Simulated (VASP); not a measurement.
Write the native input for VASP 6.6.1 that does the following.

- Task: single point
- Functional: PBE
- Potentials or basis: VASP PAW PBE potentials, release 64 (Cd, Sn_d, O)
- Cutoff: 520 eV
- k mesh: 4 × 4 × 4
- Occupations: gaussian, width 0.1 eV
- Spin: no spin polarisation
- Dipole correction: no
- Further INCAR settings: ALGO = Normal; EDIFF = 1e-06; NBANDS = 37

The structure of Cd2SnO3 lies in POSCAR:

```
Cd2SnO3
1.0
    2.4375373900     -5.1570485600      0.0000000000
    2.4375373900      5.1570485600      0.0000000000
    0.0000000000      0.0000000000      3.8386894700
Cd Sn O
2 1 3
Direct
    0.6549724500      0.3450275500      0.5000000000
    0.3450275500      0.6549724500      0.5000000000
    0.0000000000      0.0000000000      0.0000000000
    0.1453886600      0.8546113400      0.5000000000
    0.8546113400      0.1453886600      0.5000000000
    0.5000000000      0.5000000000      0.0000000000
```

The cell was generated, and may not be a known phase.

The input as run:

INCAR

```
ALGO     = Normal         # electronic algorithm
EDIFF    = 1E-6           # SCF threshold, eV
ENCUT    = 520            # plane-wave cutoff, eV
GGA      = PE             # functional
ISIF     = 2              # what is computed and relaxed
ISMEAR   = 0              # smearing method
LASPH    = T              # aspherical terms in the spheres
LCHARG   = T              # write CHGCAR
LELF     = T              # ELF
LREAL    = F              # projectors in reciprocal space
LVHAR    = T            
LWAVE    = F              # write WAVECAR
NBANDS   = 37             # bands
NELM     = 60             # most SCF steps
PREC     = Accurate       # precision mode
SIGMA    = 0.1            # smearing width, eV
```

KPOINTS

```
k-points
0
Gamma
  4 4 4
```

Potentials or basis: VASP PAW PBE potentials, release 64 (Cd, Sn_d, O).

Run with:

```bash
$ cat potpaw_PBE.64/Cd/POTCAR potpaw_PBE.64/Sn_d/POTCAR potpaw_PBE.64/O/POTCAR > POTCAR
$ mpirun -np 1 vasp_std > vasp.out
```

Results of the run:

```
Pressure               : 3.4 GPa
Largest force          : 1.832 eV/Å
Band gap on the k mesh : zero (bands 28 and 29 overlap by 0.93 eV)
```

Caveat: the k points lie up to 0.41 Å⁻¹ apart, too coarse for converged energies and pressures of a metal; spin-orbit coupling is left out, which moves the levels of the heavy elements; forces of over 1 eV/Å act on the atoms, so gaps and moduli don't describe the material at rest.

Run time: 110 s on 1 thread of Oxide Virtual Turin-like Processor (shared host), peak memory 0.22 GiB.
